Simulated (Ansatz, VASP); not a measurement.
## Si in VASP and in Ansatz

File INCAR:

```
SYSTEM = Si
PREC     = Accurate       ! precision mode
ENCUT    = 520            ! plane-wave cutoff, eV
EDIFF    = 1E-6           ! SCF threshold, eV
ISMEAR   = -1             ! smearing method
SIGMA    = 0.1            ! smearing width, eV
LREAL    = .FALSE.        ! projectors in reciprocal space
LASPH    = .TRUE.         ! aspherical terms in the spheres
NELM     = 80             ! most SCF steps
ALGO     = Normal         ! electronic algorithm
ISIF     = 2              ! what is computed and relaxed
LWAVE    = .FALSE.        ! write WAVECAR
LCHARG   = .FALSE.        ! write CHGCAR
GGA      = RP             ! functional
NBANDS   = 16             ! bands
```

Contents of KPOINTS:

```
regular mesh
0
G
  15 15 4
  0 0 0
```

The input POSCAR:

```
Si
1.0
    2.6556091940      0.0000000000      0.0000000000
   -1.3278045970      2.2998250245      0.0000000000
    0.0000000000      0.0000000000      8.8088993694
Si
4
Direct
    0.0000000000      0.0000000000      0.0000000000
    0.0000000000      0.0000000000      0.5000000000
    0.3333333333      0.6666666667      0.2500000000
    0.6666666667      0.3333333333      0.7500000000
```

Input for Ansatz:

```yaml
crystal:
  lattice:
    - [2.655609194, 0.0, 0.0]
    - [-1.327804597, 2.2998250245, 0.0]
    - [0.0, 0.0, 8.8088993694]
  atoms:
    - { symbol: Si, position: [0.0, 0.0, 0.0] }
    - { symbol: Si, position: [0.0, 0.0, 0.5] }
    - { symbol: Si, position: [0.3333333333, 0.6666666667, 0.25] }
    - { symbol: Si, position: [0.6666666667, 0.3333333333, 0.75] }
hamiltonian:
  xc: rpbe
  pseudopotentials:
    kind: paw
    azcp:
      Si: "pseudopotentials/Si.paw.azcp"
basis:
  ecutwfc: 420
  fft_grid_basis: typed
kpoints:
  mp_grid: { grid: [15, 15, 4], shift: [0, 0, 0] }
magnetization:
  spin_polarized: false
scf:
  occupations: { method: fermi_dirac, width: 0.1 }
  lower_state_search: "off"
output:
  stress: true
```

Alike in both runs: task single point; functional RPBE; k mesh 15 × 15 × 4; occupations fermi-dirac, width 0.1 eV; no spin polarisation.

|  | VASP | Ansatz |
| --- | --- | --- |
| version | VASP 6.6.1 | Ansatz 0.2.0 |
| potentials or method | VASP PAW PBE potentials, release 64 (Si), cutoff 520 eV | plane waves (420 eV) with PAW, scalar-relativistic |
| valence electrons in the cell | 16 | 16 |

Ansatz gave:

| Item | Value |
| --- | --- |
| pressure (GPa) | 8.2 |
| traceless stress, the component that is largest in VASP (GPa) | 1.89 |

**Question.** Estimate VASP's values.

**Answer.** Pressure (GPa): 7.6; traceless stress, the component that is largest in VASP (GPa): 1.91.

VASP's potentials were made for PBE, not for RPBE.
